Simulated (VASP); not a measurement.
# GaP in VASP: further runs

The runs below take GaP through single point, with PBEsol.

All numbers are computed with VASP 6.6.1; they aren't measurements. Logs are shortened: lines on timing, memory, paths and dates and some standing lists are left out, and cuts for length are marked.

## Step 1: The cell of the first run

The cell holds a wire with vacuum, 2 atoms: a = 10.900 Å, b = 9.300 Å, c = 2.247 Å, α = 90.00°, β = 90.00°, γ = 90.00°.

## Step 2: Single point, PBEsol, collinear spin, ferromagnetic start

Input file INCAR:

```
PREC     = Accurate       # precision mode
ENCUT    = 520            # plane-wave cutoff, eV
EDIFF    = 1E-7           # SCF threshold, eV
ISMEAR   = 0              # smearing method
SIGMA    = 0.05           # smearing width, eV
LREAL    = False          # projectors in reciprocal space
LASPH    = True           # aspherical terms in the spheres
NELM     = 150            # most SCF steps
ALGO     = Normal         # electronic algorithm
ISIF     = 2              # what is computed and relaxed
LWAVE    = False          # write WAVECAR
LCHARG   = True           # write CHGCAR
ISPIN    = 2              # spin polarisation
MAGMOM   = 0.5 0.5        # initial moments
LORBIT   = 11             # projections on sites
GGA      = PS             # functional
LELF     = True           # ELF
LVHAR    = True         
NBANDS   = 20             # bands
```

Input file KPOINTS:

```
Automatic mesh
0
Gamma
  1 1 28
```

Input file POSCAR:

```
GaP
1.0
   10.9000000000      0.0000000000      0.0000000000
    0.0000000000      9.3000000000      0.0000000000
    0.0000000000      0.0000000000      2.2465917808
Ga P
1 1
Direct
    0.4125007529      0.5000000000      0.0000000000
    0.5874992471      0.5000000000      0.5000000000
```

Potentials or basis: VASP PAW PBE potentials, release 64 (Ga_d, P).

Started as:

```console
$ cat potpaw_PBE.64/Ga_d/POTCAR potpaw_PBE.64/P/POTCAR > POTCAR
$ mpirun -np 1 vasp_std > vasp.out
```

OUTCAR:

```text
PREC = Accurate
   ENCUT = 520
   EDIFF = 1E-7
   ISMEAR = 0
   LREAL = False
   LASPH = True
   NELM = 150
   ISIF = 2
   ISPIN = 2
   LORBIT = 11
   GGA = PS

 ion  position               nearest neighbor table
   1  0.413  0.500  0.000-   2 2.21   2 2.21
   2  0.587  0.500  0.500-   1 2.21   1 2.21

  LATTYP: Found a simple orthorhombic cell.
 ALAT       =     2.2465917808
 B/A-ratio  =     4.1396038566
 C/A-ratio  =     4.8517937674

  Lattice vectors:

 A1 = (   0.0000000000,   0.0000000000,  -2.2465917808)
 A2 = (   0.0000000000,   9.3000000000,   0.0000000000)
 A3 = (  10.9000000000,   0.0000000000,   0.0000000000)

Analysis of symmetry for initial positions (statically):
=====================================================================
 Subroutine PRICEL returns:
 Original cell was already a primitive cell.

 Routine SETGRP: Setting up the symmetry group for a
 simple orthorhombic supercell.

 Subroutine GETGRP returns: Found  4 space group operations
 (whereof  4 operations were pure point group operations)
 out of a pool of  8 trial point group operations.

The static configuration has the point symmetry C_2v.

Analysis of symmetry for dynamics (positions and initial velocities):
=====================================================================
 Subroutine PRICEL returns:
 Original cell was already a primitive cell.

 Routine SETGRP: Setting up the symmetry group for a
 simple orthorhombic supercell.

 Subroutine GETGRP returns: Found  4 space group operations
 (whereof  4 operations were pure point group operations)
 out of a pool of  8 trial point group operations.

The dynamic configuration has the point symmetry C_2v.

Analysis of structural, dynamic, and magnetic symmetry:
=====================================================================
 Subroutine PRICEL returns:
 Original cell was already a primitive cell.

 Routine SETGRP: Setting up the symmetry group for a
 simple orthorhombic supercell.

 Subroutine GETGRP returns: Found  4 space group operations
 (whereof  4 operations were pure point group operations)
 out of a pool of  8 trial point group operations.

The overall configuration has the point symmetry C_2v.

 Subroutine INISYM returns: Found  4 space group operations
 (whereof  4 operations are pure point group operations),
 and found     1 'primitive' translations

----------------------------------------------------------------------------------------

                                     Primitive cell

  volume of cell :     227.7370

  direct lattice vectors                    reciprocal lattice vectors
    10.900000000  0.000000000  0.000000000     0.091743119  0.000000000  0.000000000
     0.000000000  9.300000000  0.000000000     0.000000000  0.107526882  0.000000000
     0.000000000  0.000000000  2.246591781     0.000000000  0.000000000  0.445118694

  length of vectors
    10.900000000  9.300000000  2.246591781     0.091743119  0.107526882  0.445118694

  position of ions in fractional coordinates (direct lattice)
     0.412500753  0.500000000  0.000000000
     0.587499247  0.500000000  0.500000000

  ion indices of the primitive-cell ions
   primitive index   ion index
                 1           1
                 2           2

----------------------------------------------------------------------------------------

 KPOINTS: Automatic mesh

Automatic generation of k-mesh.
 Grid dimensions read from file:
 generate k-points for:    1    1   28

 Generating k-lattice:

  Cartesian coordinates                     Fractional coordinates (reciprocal lattice)
     0.091743119  0.000000000  0.000000000     1.000000000  0.000000000  0.000000000
     0.000000000  0.107526882  0.000000000     0.000000000  1.000000000  0.000000000
     0.000000000  0.000000000  0.015897096     0.000000000  0.000000000  0.035714286

  Length of vectors
     0.091743119  0.107526882  0.015897096

  Shift w.r.t. Gamma in fractional coordinates (k-lattice)
     0.000000000  0.000000000  0.000000000

 Subroutine IBZKPT returns following result:
 ===========================================

 Found     15 irreducible k-points:

 Following reciprocal coordinates:
            Coordinates               Weight
  0.000000  0.000000  0.000000      1.000000
  0.000000  0.000000  0.035714      2.000000
  0.000000  0.000000  0.071429      2.000000
  0.000000  0.000000  0.107143      2.000000
  0.000000  0.000000  0.142857      2.000000
  0.000000  0.000000  0.178571      2.000000
  0.000000  0.000000  0.214286      2.000000
  0.000000  0.000000  0.250000      2.000000
  0.000000  0.000000  0.285714      2.000000
  0.000000  0.000000  0.321429      2.000000
  0.000000  0.000000  0.357143      2.000000
  0.000000  0.000000  0.392857      2.000000
  0.000000  0.000000  0.428571      2.000000
  0.000000  0.000000  0.464286      2.000000
  0.000000  0.000000  0.500000      1.000000
   k-points           NKPTS =     15   k-points in BZ     NKDIM =     15   number of bands    NBANDS=     20
   number of dos      NEDOS =    301   number of ions     NIONS =      2
   total plane-waves  NPLWV = 105840
   dimension x,y,z NGX =    84 NGY =   70 NGZ =   18
   dimension x,y,z NGXF=   168 NGYF=  140 NGZF=   36
   ions per type =               1   1
   NGX,Y,Z   is equivalent  to a cutoff of  12.81, 12.51, 13.32 a.u.
   NGXF,Y,Z  is equivalent  to a cutoff of  25.62, 25.03, 26.64 a.u.
 SYSTEM =  unknown system
   PREC   = accura    normal or accurate (medium, high low for compatibility)
   ISTART =      0    job   : 0-new  1-cont  2-samecut
   ICHARG =      2    charge: 1-file 2-atom 10-const
   ISPIN  =      2    spin polarized calculation?
   LNONCOLLINEAR =      F non collinear calculations
   LSORBIT =      F    spin-orbit coupling
   LASPH  =      T    aspherical Exc in radial PAW
   ENCUT  =  520.0 eV  38.22 Ry    6.18 a.u.  20.27 17.29  4.18*2*pi/ulx,y,z
   NELM   =    150;   NELMIN=  2; NELMDL= -5     # of ELM steps
   EDIFF  = 0.1E-06   stopping-criterion for ELM
   LREAL  =      F    real-space projection
   EDIFFG = 0.1E-05   stopping-criterion for IOM
   NSW    =      0    number of steps for IOM
   IBRION =     -1    ionic relax: 0-MD 1-quasi-New 2-CG
   NFREE  =      0    steps in history (QN), initial steepest desc. (CG)
   ISIF   =      2    stress and relaxation
   ISYM   =      2    0-nonsym 1-usesym 2-fastsym
   POTIM  = 0.5000    time-step for ionic-motion
   TEBEG  =    0.0;   TEEND  =   0.0 temperature during run
   PSTRESS=    0.0 pullay stress
   NELECT =      18.0000    total number of electrons
   NUPDOWN=      -1.0000    fix difference up-down
   EMIN   =  10.00;   EMAX   =-10.00  energy-range for DOS
   EFERMI =   0.00;   METHOD = LEGACY
   ISMEAR =     0;   SIGMA  =   0.05  broadening in eV -4-tet -1-fermi 0-gaus
   EFERMI_NEDOS =   21; number of points for ismear=-14 and -15
   IALGO  =     38    algorithm
   IMIX   =      4    mixing-type and parameters
     AMIX     =   0.40;   BMIX     =  1.00
     AMIX_MAG =   1.60;   BMIX_MAG =  1.00
  volume/ion in A,a.u.               =     113.87       768.42
  Fermi-wavevector in a.u.,A,eV,Ry     =   0.702567  1.327659  6.715843  0.493600
  Thomas-Fermi vector in A             =   1.787301
   LORBIT       =     11    0 simple, 1 ext, 2 COOP (PROOUT), +10 PAW based schemes
   GGA     = PS    functional components
   LHFCALC =     F    Hartree Fock is set to
   AEXX    =    0.0000 exact exchange contribution
   IVDW    =     0    specifies the selected vdW correction
   LEPSILON=     F    determine dielectric tensor
   LRPA    =     F    only Hartree local field effects (RPA)
 spin polarized calculation
 Gauss-broadening in eV      SIGMA  =   0.05
  energy-cutoff  :      520.00
  volume of cell :      227.74
 maximum number of plane-waves:      6168
 NGX is ok and might be reduce to    84
   NGX = 41   NGY = 35   NGZ =  9

 number of electron      17.9999997 magnetization       0.0663793

 Free energy of the ion-electron system (eV)
  ---------------------------------------------------
  ext. energy  EPLUGINS =         0.00000000
  ---------------------------------------------------
  free energy    TOTEN  =        -6.65951017 eV

  energy without entropy =       -6.65806457  energy(sigma->0) =       -6.65878737

 E-fermi :  -2.4211     XC(G=0):  -2.7453

 val. band max:       -2.4231811665   @ k =   0.0000   0.0000   0.0357
 cond. band min:      -2.3669808054   @ k =   0.0000   0.0000   0.0000
 fundamental gap:      0.0562003611
 Fermi energy:        -2.4211149560

 spin component 1

 k-point     1 :       0.0000    0.0000    0.0000
  band No.  band energies     occupation
      1     -19.1580      1.00000
      2     -18.5995      1.00000
      3     -18.2140      1.00000
      4     -17.8536      1.00000
      5     -17.8346      1.00000
      6     -16.6673      1.00000
[... 12 lines left out ...]
     19       4.0975      0.00000
     20       4.7487      0.00000

 k-point     2 :       0.0000    0.0000    0.0357
  band No.  band energies     occupation
      1     -19.1375      1.00000
      2     -18.5939      1.00000
      3     -18.2124      1.00000
      4     -17.8634      1.00000
      5     -17.8492      1.00000
      6     -16.6329      1.00000
[... 12 lines left out ...]
     19       4.1363      0.00000
     20       4.7853      0.00000
[... 257 lines left out ...]
      2     -18.5638      1.00000
      3     -18.1871      1.00000
      4     -18.0833      1.00000
      5     -17.6572      1.00000
      6     -10.8174      1.00000
[... 12 lines left out ...]
     19       8.4767      0.00000
     20       8.7508      0.00000

 k-point    15 :       0.0000    0.0000    0.5000
  band No.  band energies     occupation
      1     -18.7632      1.00000
      2     -18.5721      1.00000
      3     -18.1847      1.00000
      4     -18.0817      1.00000
      5     -17.6401      1.00000
      6      -9.8996      1.00000
[... 12 lines left out ...]
     19       8.6758      0.00000
     20       8.8914      0.00000
 Fermi energy:        -2.4211149560

 spin component 2

 k-point     1 :       0.0000    0.0000    0.0000
  band No.  band energies     occupation
      1     -19.1557      1.00000
      2     -18.5971      1.00000
      3     -18.2088      1.00000
      4     -17.8482      1.00000
      5     -17.8345      1.00000
      6     -16.6525      1.00000
[... 12 lines left out ...]
     19       4.1421      0.00000
     20       4.7923      0.00000

 k-point     2 :       0.0000    0.0000    0.0357
  band No.  band energies     occupation
      1     -19.1352      1.00000
      2     -18.5915      1.00000
      3     -18.2072      1.00000
      4     -17.8580      1.00000
      5     -17.8490      1.00000
      6     -16.6182      1.00000
[... 12 lines left out ...]
     19       4.1809      0.00000
     20       4.8289      0.00000
[... 258 lines left out ...]
      3     -18.1826      1.00000
      4     -18.0785      1.00000
      5     -17.6540      1.00000
      6     -10.8072      1.00000
[... 12 lines left out ...]
     19       8.5195      0.00000
     20       8.8040      0.00000

 k-point    15 :       0.0000    0.0000    0.5000
  band No.  band energies     occupation
      1     -18.7627      1.00000
      2     -18.5636      1.00000
      3     -18.1802      1.00000
      4     -18.0768      1.00000
      5     -17.6368      1.00000
      6      -9.8917      1.00000
[... 12 lines left out ...]
     19       8.7185      0.00000
     20       8.9129      0.00000

------------------------ aborting loop because EDIFF is reached ----------------------------------------

  FORCE on cell =-STRESS in cart. coord.  units (eV):
  Direction    XX          YY          ZZ          XY          YZ          ZX
  --------------------------------------------------------------------------------------
  -------------------------------------------------------------------------------------
  Total        6.3213533      0.0097045      8.1441505      0.0000000      0.0000000      0.0000000
  in kB       44.4720379      0.0682731     57.2957967      0.0000000      0.0000000      0.0000000
  external PRESSURE =      33.9453692 kB  Pullay stress =       0.0000000 kB

 VOLUME and BASIS-vectors are now :
 -----------------------------------------------------------------------------
  energy-cutoff  :      520.00
  volume of cell :      227.74
      direct lattice vectors                 reciprocal lattice vectors
    10.900000000  0.000000000  0.000000000     0.091743119  0.000000000  0.000000000
     0.000000000  9.300000000  0.000000000     0.000000000  0.107526882  0.000000000
     0.000000000  0.000000000  2.246591781     0.000000000  0.000000000  0.445118694

 POSITION                                       TOTAL-FORCE (eV/Angst)
 -----------------------------------------------------------------------------------
      4.49626      4.65000      0.00000        -3.325131      0.000000      0.000000
      6.40374      4.65000      1.12330         3.325131      0.000000      0.000000
 -----------------------------------------------------------------------------------
    total drift:                                0.001033      0.000000      0.000005

  FREE ENERGIE OF THE ION-ELECTRON SYSTEM (eV)
  ---------------------------------------------------
  free  energy   TOTEN  =        -6.6595101700 eV

  energy  without entropy=       -6.6580645654  energy(sigma->0) =       -6.65878737

 total charge

# of ion       s       p       d       tot
------------------------------------------
    1        0.972   0.934  10.042  11.948
    2        1.121   1.395   0.000   2.517
--------------------------------------------------
tot          2.094   2.329  10.042  14.465

 magnetization (x)

# of ion       s       p       d       tot
------------------------------------------
    1       -0.000   0.018  -0.000   0.018
    2       -0.000   0.005   0.000   0.004
--------------------------------------------------
tot         -0.000   0.022  -0.000   0.022
```

It took 8.6 min on 1 thread of AMD EPYC 7R13, shared host; peak memory 0.4 GiB.

Results:

| Item | Value |
| --- | --- |
| Free energy | -6.6595 eV |
| Largest force | 3.325 eV/Å |
| Net moment | 0.07 μB per cell |
| Valence electrons inside the program's atomic spheres | Ga 11.95; P 2.52 |

Forces in eV/Å, atoms in the order of the input:
```
Ga  -3.325  0.000  0.000
P    3.325  0.000  0.000
```

Caveat: the PAW data sets were made with another functional, which shifts forces and pressure a little.

(Continued in part 2 of 2.)
